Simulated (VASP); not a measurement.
# BaZrO3: relaxation of cell and atoms with PBEsol

BaZrO3:

```
Ba Zr O
1.0
     4.18062    0.00000    0.00000
     0.00000    4.18062    0.00000
     0.00000    0.00000    4.18062
Ba Zr O
1 1 3
Cartesian
  0.0000 0.0000 0.0000
  2.0903 2.0903 2.0903
  0.0000 2.0903 2.0903
  2.0903 0.0000 2.0903
  2.0903 2.0903 0.0000
```

```json
{
  "Program": "VASP 6.6.1",
  "Task": "relaxation of cell and atoms",
  "Functional": "PBEsol",
  "Potentials or basis": "VASP PAW PBE potentials, release 64 (Ba_sv, Zr_sv, O)",
  "Cutoff": "600 eV",
  "k mesh": "4 × 4 × 4",
  "Occupations": "gaussian, width 0.01 eV",
  "Spin": "no spin polarisation",
  "Target pressure": "10 GPa",
  "Dipole correction": "no",
  "Further INCAR settings": "ALGO = Normal; EDIFF = 1e-06; IBRION = 2; EDIFFG = -0.002; NSW = 100; ISIF = 3"
}
```

```yaml
Relaxed_volume: 13.93 Å³/atom
Relaxed_cell: a = 4.114 Å, b = 4.114 Å, c = 4.114 Å, α = 90.00°, β = 90.00°, γ = 90.00°
Space_group_after_relaxing_to_0.05_Å: Pm-3m (No. 221)
Energy_change_on_relaxing_the_enthalpy_is_what_falls: +22.9 meV/atom
Ionic_steps: 4
Pressure_after_relaxing: 10.0 GPa
Band_gap_on_the_k_mesh: 3.21 eV, indirect (least direct gap 3.36 eV)
```

Step by step:
| step | energy change (eV) | largest force (eV/Å) | pressure (GPa) | volume (Å³) |
| --- | --- | --- | --- | --- |
| 1 | 0.0000 | 0.0000 | 1.06 | 73.07 |
| 2 | 0.6644 | 0.0000 | 27.34 | 64.78 |
| 3 | 0.1102 | 0.0000 | 9.80 | 69.71 |
| 4 | 0.1143 | 0.0000 | 10.00 | 69.64 |

Final structure:
```xyz
5
Lattice="4.1142 0.0000 0.0000 0.0000 4.1142 0.0000 0.0000 0.0000 4.1142" Properties=species:S:1:pos:R:3 pbc="T T T"
Ba    0.0000    0.0000    0.0000
Zr    2.0571    2.0571    2.0571
O     0.0000    2.0571    2.0571
O     2.0571    0.0000    2.0571
O     2.0571    2.0571    0.0000
```

Levels at points of the mesh, in eV from the valence-band top:
| k point | band 17 | band 18 | band 19 | band 20 | band 21 | band 22 | band 23 | band 24 |
| --- | --- | --- | --- | --- | --- | --- | --- | --- |
| (0.00, 0.00, 0.00) | -1.09 | -0.15 | -0.15 | -0.15 | 3.21 | 3.21 | 3.21 | 4.60 |
| (0.50, 0.00, 0.00) | -1.84 | -1.84 | -0.35 | -0.35 | 3.72 | 6.05 | 6.05 | 6.57 |
| (0.50, 0.50, 0.00) | -0.93 | -0.93 | -0.64 | -0.09 | 6.01 | 6.01 | 6.72 | 6.79 |
| (0.50, 0.50, 0.50) | -2.58 | 0.00 | 0.00 | 0.00 | 6.12 | 6.12 | 6.12 | 7.48 |

It took 34 s on 1 thread of Intel(R) Xeon(R) 6975P-C (Granite Rapids) (shared host), peak memory 0.22 GiB.

Caveat: the cell is relaxed towards a set pressure, so the enthalpy falls and the energy may rise; the PAW data sets were made with another functional, which shifts forces and pressure a little; spin-orbit coupling is left out, which moves the levels of the heavy elements. A k mesh can miss the band edges.
